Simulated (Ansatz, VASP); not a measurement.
Si2Mo in VASP and in Ansatz

The input INCAR:

```
PREC = Accurate ; ENCUT = 520
EDIFF = 1E-6 ; ISMEAR = -1
SIGMA = 0.1 ; LREAL = F
LASPH = T ; NELM = 100
ALGO = Normal ; ISIF = 2
LWAVE = F ; LCHARG = F
GGA = PE ; NBANDS = 18
```

Contents of KPOINTS:

```
Automatic mesh
0
Gamma
  13 13 13
```

File POSCAR:

```
Si2Mo
1.0
   -1.6105963353      1.6105963353      3.9565305599
    1.6105963353     -1.6105963353      3.9565305599
    1.6105963353      1.6105963353     -3.9565305599
Si Mo
2 1
Direct
    0.3330000000      0.3330000000      0.0000000000
    0.6670000000      0.6670000000      0.0000000000
    0.0000000000      0.0000000000      0.0000000000
```

Input for Ansatz:

```yaml
crystal:
  lattice:
    - [-1.610596335296181, 1.610596335296181, 3.956530559926024]
    - [1.610596335296181, -1.610596335296181, 3.956530559926024]
    - [1.610596335296181, 1.610596335296181, -3.956530559926024]
  atoms:
    - { symbol: Si, position: [0.333, 0.333, 0.0] }
    - { symbol: Si, position: [0.667, 0.667, 0.0] }
    - { symbol: Mo, position: [0.0, 0.0, 0.0] }
basis:
  ecutwfc: 500.0
kpoints:
  mp_grid:
    grid: [13, 13, 13]
scf:
  occupations:
    method: fermi_dirac
    width: 0.1
output:
  stress: true
```

Alike in both runs: task single point; functional PBE; k mesh 13 × 13 × 13; occupations fermi-dirac, width 0.1 eV; no spin polarisation.

```csv
,VASP,Ansatz
version,VASP 6.6.1,Ansatz 0.2.0
potentials or method,"VASP PAW PBE potentials, release 64 (Si, Mo_sv), cutoff 520 eV","plane waves, PAW"
valence electrons in the cell,22,22
```

Ansatz gave:

* pressure (GPa): -1.9
* traceless stress, the component that is largest in VASP (GPa): -1.07

Task: Which values does VASP return?

Result: Pressure (GPa): -1.7; traceless stress, the component that is largest in VASP (GPa): -1.08.
